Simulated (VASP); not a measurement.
Runs of VASP 6.6.1 on SiCl5. The structure is that of space group P-6m2 (No. 187), or close to it. The cells are those of the table. 

```csv
task,cell,k mesh,cutoff (eV),gap on the mesh (eV),pressure (GPa),relaxed volume (Å³/atom),largest force (eV/Å)
single point,"a = 6.354, b = 6.354, c = 4.748 Å, angles 90.0, 90.0, 120.0°, 6 atoms",3 × 3 × 4,520,none,0.1,-,0.04
single point,"a = 6.116, b = 6.116, c = 5.091 Å, angles 90.0, 90.0, 120.0°, 6 atoms",3 × 3 × 4,520,none,(a),-,1.13
single point,"a = 6.427, b = 6.427, c = 4.731 Å, angles 90.0, 90.0, 120.0°, 6 atoms",6 × 6 × 8,520,none,-0.1,-,0.01
relaxation of cell and atoms,"relaxed from a = 6.354, b = 6.354, c = 4.748 Å, angles 90.0, 90.0, 120.0°, 6 atoms",6 × 6 × 8,600,none,0.0,28.14,0.01
relaxation of cell and atoms,"relaxed from a = 6.116, b = 6.116, c = 5.091 Å, angles 90.0, 90.0, 120.0°, 6 atoms",3 × 3 × 4,600,none,0.1,(b),0.04
```

Alike in all rows: level PBE; potentials or basis VASP PAW PBE potentials, release 64 (Si, Cl); no spin polarisation; smearing gaussian 0.1 eV.

Task: Fill in the values left out.

Result: (a) 0.9; (b) 27.53.

Caveats: some runs use coarse meshes; an odd number of electrons without spin polarisation forces a metal; a magnetic or distorted state may lie lower.

A gap of «none» marks levels without a gap at the run's occupations.
